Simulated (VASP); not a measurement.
# C (Cmme) in VASP: a series of runs, part 2 of 2

VASP 6.6.1.

### Step 3. Single point, PBE (9.63 Å³/atom)

Input file INCAR:

```
PREC = Accurate
ENCUT = 520
EDIFF = 1E-6
ISMEAR = 0
SIGMA = 0.15
LREAL = F
LASPH = T
NELM = 60
ALGO = Normal
ISIF = 2
LWAVE = F
LCHARG = T
GGA = PE
LELF = T
LVHAR = T
NBANDS = 16
```

Input file KPOINTS:

```
Automatic mesh
0
Gamma
  21 21 6
```

Input file POSCAR:

```
C
1.0
    1.2058692743     -1.9798785833      0.0000000000
    1.2058692743      1.9798785833      0.0000000000
    0.0000000000      0.0000000000      8.0704518431
C
4
Direct
    0.0833329406      0.9166670594      0.7503043452
    0.5833329406      0.4166670594      0.2496956548
    0.9166670594      0.0833329406      0.2496956548
    0.4166670594      0.5833329406      0.7503043452
```

Potentials or basis: VASP PAW PBE potentials, release 64 (C).

On the command line:

```
cat potpaw_PBE.64/C/POTCAR > POTCAR
mpirun -np 1 vasp_std > vasp.out
```

OUTCAR:

```text
PREC = Accurate
   ENCUT = 520
   EDIFF = 1E-6
   ISMEAR = 0
   LREAL = F
   LASPH = T
   NELM = 60
   ISIF = 2
   GGA = PE

 ion  position               nearest neighbor table
   1  0.083  0.917  0.750-   4 1.32   4 1.37   4 1.37
   2  0.583  0.417  0.250-   3 1.32   3 1.37   3 1.37
   3  0.917  0.083  0.250-   2 1.32   2 1.37   2 1.37
   4  0.417  0.583  0.750-   1 1.32   1 1.37   1 1.37

  LATTYP: Found a base centered orthorhombic cell.
 ALAT       =     2.4117385486
 B/A-ratio  =     1.6418683397
 C/A-ratio  =     3.3463212038

  Lattice vectors:

 A1 = (   1.2058692743,  -1.9798785833,   0.0000000000)
 A2 = (   1.2058692743,   1.9798785833,   0.0000000000)
 A3 = (   0.0000000000,   0.0000000000,   8.0704518431)

Analysis of symmetry for initial positions (statically):
=====================================================================
 Subroutine PRICEL returns:
 Original cell was already a primitive cell.

 Routine SETGRP: Setting up the symmetry group for a
 base centered orthorhombic supercell.

 Subroutine GETGRP returns: Found  8 space group operations
 (whereof  4 operations were pure point group operations)
 out of a pool of  8 trial point group operations.

The static configuration has the point symmetry C_2h.
 The point group associated with its full space group is D_2h.

Analysis of symmetry for dynamics (positions and initial velocities):
=====================================================================
 Subroutine PRICEL returns:
 Original cell was already a primitive cell.

 Routine SETGRP: Setting up the symmetry group for a
 base centered orthorhombic supercell.

 Subroutine GETGRP returns: Found  8 space group operations
 (whereof  4 operations were pure point group operations)
 out of a pool of  8 trial point group operations.

The dynamic configuration has the point symmetry C_2h.
 The point group associated with its full space group is D_2h.

 Subroutine INISYM returns: Found  8 space group operations
 (whereof  4 operations are pure point group operations),
 and found     1 'primitive' translations
[... 116 lines left out ...]
   IALGO  =     38    algorithm
   IMIX   =      4    mixing-type and parameters
     AMIX     =   0.40;   BMIX     =  1.00
     AMIX_MAG =   1.60;   BMIX_MAG =  1.00
  volume/ion in A,a.u.               =       9.63        65.01
  Fermi-wavevector in a.u.,A,eV,Ry     =   1.221310  2.307941 20.294428  1.491598
  Thomas-Fermi vector in A             =   2.356497
   LORBIT       =      0    0 simple, 1 ext, 2 COOP (PROOUT), +10 PAW based schemes
   GGA     = PE    functional components
   LHFCALC =     F    Hartree Fock is set to
   AEXX    =    0.0000 exact exchange contribution
   IVDW    =     0    specifies the selected vdW correction
   LEPSILON=     F    determine dielectric tensor
   LRPA    =     F    only Hartree local field effects (RPA)
 non-spin polarized calculation
 Gauss-broadening in eV      SIGMA  =   0.15
  energy-cutoff  :      520.00
  volume of cell :       38.54
 maximum number of plane-waves:      1062
 NGX is ok and might be reduce to    18
   NGX =  9   NGY =  9   NGZ = 31

 number of electron      16.0000003 magnetization

 Free energy of the ion-electron system (eV)
  ---------------------------------------------------
  ext. energy  EPLUGINS =         0.00000000
  ---------------------------------------------------
  free energy    TOTEN  =       -36.00741374 eV

  energy without entropy =      -36.00739867  energy(sigma->0) =      -36.00740621

 E-fermi :   3.9966     XC(G=0):  -9.3198

 val. band max:        3.7190496559   @ k =   0.3333   0.3333   0.0000
 cond. band min:       4.2572774034   @ k =   0.3333   0.3333   0.0000
 fundamental gap:      0.5382277475
 Fermi energy:         3.9966026184

 k-point     1 :       0.0000    0.0000    0.0000
  band No.  band energies     occupation
      1     -16.7316      2.00000
      2     -16.6761      2.00000
      3      -4.9376      2.00000
      4      -4.3066      2.00000
      5       0.9813      2.00000
      6       0.9847      2.00000
[... 433 lines left out ...]
      3      -6.9203      2.00000
      4      -6.8992      2.00000
      5      -2.0651      2.00000
      6      -2.0621      2.00000
[... 8 lines left out ...]
     15      18.8368      0.00000
     16      19.2248      0.00000

 [... further k-points ...]
[... 5 lines left out ...]
  --------------------------------------------------------------------------------------
  -------------------------------------------------------------------------------------
  Total        9.1490617     21.7322375      0.0330893      0.0000000     -0.0000000      0.0000000
  in kB      380.3824819    903.5420951      1.3757233      0.0000000     -0.0000000      0.0000000
  external PRESSURE =     428.4334334 kB  Pullay stress =       0.0000000 kB

 VOLUME and BASIS-vectors are now :
 -----------------------------------------------------------------------------
  energy-cutoff  :      520.00
  volume of cell :       38.54
      direct lattice vectors                 reciprocal lattice vectors
     1.205869274 -1.979878583  0.000000000     0.414638643 -0.252540739  0.000000000
     1.205869274  1.979878583  0.000000000     0.414638643  0.252540739  0.000000000
     0.000000000  0.000000000  8.070451843     0.000000000  0.000000000  0.123908800

 POSITION                                       TOTAL-FORCE (eV/Angst)
 -----------------------------------------------------------------------------------
      1.20587      1.64990      6.05530         0.000000      1.485948     -0.000207
      1.20587     -0.32998      2.01516         0.000000      1.485948      0.000207
      1.20587     -1.64990      2.01516         0.000000     -1.485948      0.000207
      1.20587      0.32998      6.05530         0.000000     -1.485948     -0.000207
 -----------------------------------------------------------------------------------
    total drift:                               -0.000000     -0.000000      0.000000

  FREE ENERGIE OF THE ION-ELECTRON SYSTEM (eV)
  ---------------------------------------------------
  free  energy   TOTEN  =       -36.0074137430 eV

  energy  without entropy=      -36.0073986702  energy(sigma->0) =      -36.00740621
```

stdout:

```text
POSCAR found type information on POSCAR C
 POSCAR found :  1 types and       4 ions
 scaLAPACK will be used
 LDA part: xc-table for (Slater+PW92), standard interpolation
 POSCAR, INCAR and KPOINTS ok, starting setup
 FFT: planning ... GRIDC
 FFT: planning ... GRID_SOFT
 FFT: planning ... GRID
 WAVECAR not read
 entering main loop
```

Wall time 2.2 min (1 thread of Intel Xeon 6975P-C (Granite Rapids), shared host); peak memory 0.31 GiB.

Results:

| Quantity | Value |
| --- | --- |
| Free energy | -36.0074 eV |
| Pressure | 42.8 GPa |
| Largest force | 1.486 eV/Å |

Forces on the atoms (eV/Å):
```
C    0.000  1.486  0.000
C    0.000  1.486  0.000
C    0.000 -1.486  0.000
C    0.000 -1.486  0.000
```

Stress tensor (GPa, compression positive):
```
38.04  0.00  0.00
 0.00 90.35  0.00
 0.00  0.00  0.14
```

Caveat: the stress differs along the axes, from 0 to 90 GPa; this functional lacks dispersion, which binds layers or chains, so the pressure and a relaxed spacing across them are unreliable; forces of over 1 eV/Å act on the atoms, so gaps and moduli don't describe the material at rest.

### Step 4. Single point, PBE (9.63 Å³/atom)

Input file INCAR:

```
PREC = Accurate
ENCUT = 520
EDIFF = 1E-7
ISMEAR = 0
SIGMA = 0.15
LREAL = F
LASPH = T
NELM = 60
ALGO = Normal
ISIF = 2
LWAVE = F
LCHARG = F
GGA = PE
NBANDS = 16
```

Input file KPOINTS:

```
regular mesh
0
Gamma
  21 21 6
```

Input file POSCAR:

```
C
1.0
    1.1229616528     -2.0516638649      0.0000000000
    1.1229616528      2.0516638649      0.0000000000
    0.0000000000      0.0000000000      8.3630655740
C
4
Direct
    0.0833329406      0.9166670594      0.7503043452
    0.5833329406      0.4166670594      0.2496956548
    0.9166670594      0.0833329406      0.2496956548
    0.4166670594      0.5833329406      0.7503043452
```

Potentials or basis: VASP PAW PBE potentials, release 64 (C).

On the command line:

```
cat potpaw_PBE.64/C/POTCAR > POTCAR
mpirun -np 1 vasp_std > vasp.out
```

OUTCAR:

```text
PREC = Accurate
   ENCUT = 520
   EDIFF = 1E-7
   ISMEAR = 0
   LREAL = F
   LASPH = T
   NELM = 60
   ISIF = 2
   GGA = PE

 ion  position               nearest neighbor table
   1  0.083  0.917  0.750-   4 1.31   4 1.31   4 1.37
   2  0.583  0.417  0.250-   3 1.31   3 1.31   3 1.37
   3  0.917  0.083  0.250-   2 1.31   2 1.31   2 1.37
   4  0.417  0.583  0.750-   1 1.31   1 1.31   1 1.37

  LATTYP: Found a base centered orthorhombic cell.
 ALAT       =     2.2459233056
[... 656 lines left out ...]

  FORCE on cell =-STRESS in cart. coord.  units (eV):
  Direction    XX          YY          ZZ          XY          YZ          ZX
  --------------------------------------------------------------------------------------
  -------------------------------------------------------------------------------------
  Total       28.1750619     15.2025275     -0.0048083      0.0000000     -0.0000000      0.0000000
  in kB     1171.4097315    632.0620970     -0.1999117      0.0000000     -0.0000000      0.0000000
  external PRESSURE =     601.0906389 kB  Pullay stress =       0.0000000 kB

 VOLUME and BASIS-vectors are now :
 -----------------------------------------------------------------------------
  energy-cutoff  :      520.00
  volume of cell :       38.54
      direct lattice vectors                 reciprocal lattice vectors
     1.122961653 -2.051663865  0.000000000     0.445251179 -0.243704638  0.000000000
     1.122961653  2.051663865  0.000000000     0.445251179  0.243704638  0.000000000
     0.000000000  0.000000000  8.363065574     0.000000000  0.000000000  0.119573378

 POSITION                                       TOTAL-FORCE (eV/Angst)
 -----------------------------------------------------------------------------------
      1.12296      1.70972      6.27484         0.000000     -1.571418     -0.000091
      1.12296     -0.34194      2.08822         0.000000     -1.571418      0.000091
      1.12296     -1.70972      2.08822         0.000000      1.571418      0.000091
      1.12296      0.34194      6.27484         0.000000      1.571418     -0.000091
 -----------------------------------------------------------------------------------
    total drift:                               -0.000000     -0.000000      0.000000

  FREE ENERGIE OF THE ION-ELECTRON SYSTEM (eV)
  ---------------------------------------------------
  free  energy   TOTEN  =       -35.3509512519 eV

  energy  without entropy=      -35.3509447778  energy(sigma->0) =      -35.35094801
```

Wall time 2 min (1 thread of Intel Xeon 6975P-C (Granite Rapids), shared host); peak memory 0.31 GiB.

Results:

| Property | Result |
| --- | --- |
| Free energy | -35.3510 eV |
| Pressure | 60.1 GPa |
| Largest force | 1.571 eV/Å |

Forces on the atoms (eV/Å):
```
C    0.000 -1.571  0.000
C    0.000 -1.571  0.000
C    0.000  1.571  0.000
C    0.000  1.571  0.000
```

Stress tensor (GPa, compression positive):
```
117.14   0.00   0.00
  0.00  63.21   0.00
  0.00   0.00  -0.02
```

Caveat: the stress differs along the axes, from -0 to 117 GPa; this functional lacks dispersion, which binds layers or chains, so the pressure and a relaxed spacing across them are unreliable; forces of over 1 eV/Å act on the atoms, so gaps and moduli don't describe the material at rest.

### Step 5. Summary

```csv
cell,pressure (GPa),largest force (eV/Å)
"a = 2.346, b = 2.346, c = 8.438 Å, angles 90.0, 90.0, 123.9°, 4 atoms",65.5,2.41
"a = 2.318, b = 2.318, c = 8.070 Å, angles 90.0, 90.0, 117.3°, 4 atoms",42.8,1.49
"a = 2.339, b = 2.339, c = 8.363 Å, angles 90.0, 90.0, 122.6°, 4 atoms",60.1,1.57
```

Alike in all rows: task single point; level PBE; potentials or basis VASP PAW PBE potentials, release 64 (C); no spin polarisation; k mesh 21 × 21 × 6; cutoff (eV) 520; smearing gaussian 0.15 eV.

Caveats: this functional lacks dispersion, which binds layers or chains, so the pressure and a relaxed spacing across them are unreliable; forces of over 1 eV/Å act on the atoms, so gaps and moduli don't describe the material at rest; the stress differs along the axes, from -0 to 139 GPa (at least some runs); the stress differs along the axes, from 0 to 90 GPa (at least some runs); the stress differs along the axes, from -0 to 117 GPa (at least some runs).

Absolute energies hang on the potentials; compare differences alone.
